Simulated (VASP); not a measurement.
A run of VASP 6.6.1 is set up as follows.

The input INCAR:

```
SYSTEM = Ca2SiS6
PREC     = Accurate       ! precision mode
ENCUT    = 600            ! plane-wave cutoff, eV
EDIFF    = 1E-6           ! SCF threshold, eV
ISMEAR   = 0              ! smearing method
SIGMA    = 0.1            ! smearing width, eV
LREAL    = .False.        ! projectors in reciprocal space
LASPH    = .True.         ! aspherical terms in the spheres
NELM     = 100            ! most SCF steps
ALGO     = Normal         ! electronic algorithm
ISIF     = 3              ! what is computed and relaxed
LWAVE    = .False.        ! write WAVECAR
LCHARG   = .False.        ! write CHGCAR
GGA      = PE             ! functional
IBRION   = 2              ! ionic algorithm
NSW      = 100            ! ionic steps
EDIFFG   = -0.01          ! ionic threshold
```

KPOINTS

```
regular mesh
0
Gamma
  8 8 8
  0 0 0
```

POSCAR

```
Ca2SiS6
1.0
    0.0000000000      4.4951842486      4.4951842486
    4.4951842486      0.0000000000      4.4951842486
    4.4951842486      4.4951842486      0.0000000000
Ca Si S
2 1 6
Direct
    0.2500000000      0.2500000000      0.2500000000
    0.7500000000      0.7500000000      0.7500000000
    0.0000000000      0.0000000000      0.0000000000
    0.7506922829      0.2493077171      0.2493077171
    0.2493077171      0.7506922829      0.7506922829
    0.2493077171      0.7506922829      0.2493077171
    0.7506922829      0.2493077171      0.7506922829
    0.2493077171      0.2493077171      0.7506922829
    0.7506922829      0.7506922829      0.2493077171
```

Potentials or basis: VASP PAW PBE potentials, release 64 (Ca_sv, Si, S).

The run is started by

```sh
$ cat potpaw_PBE.64/Ca_sv/POTCAR potpaw_PBE.64/Si/POTCAR potpaw_PBE.64/S/POTCAR > POTCAR
$ mpirun -np 1 vasp_std > vasp.out
```

(1) What does it give for the relaxed cell?

(2) Predict the space group after relaxing (to 0.05 Å).

(3) Predict the relaxed volume.

(4) What does it give for the band gap on the k mesh?

Results:

(1) a = 6.367 Å, b = 6.367 Å, c = 6.367 Å, α = 60.00°, β = 60.00°, γ = 60.00°.

(2) Fm-3m (No. 225).

(3) 20.28 Å³/atom.

(4) zero (band 30 reaches 5.43 eV, above the bottom of band 31 at 4.25 eV).
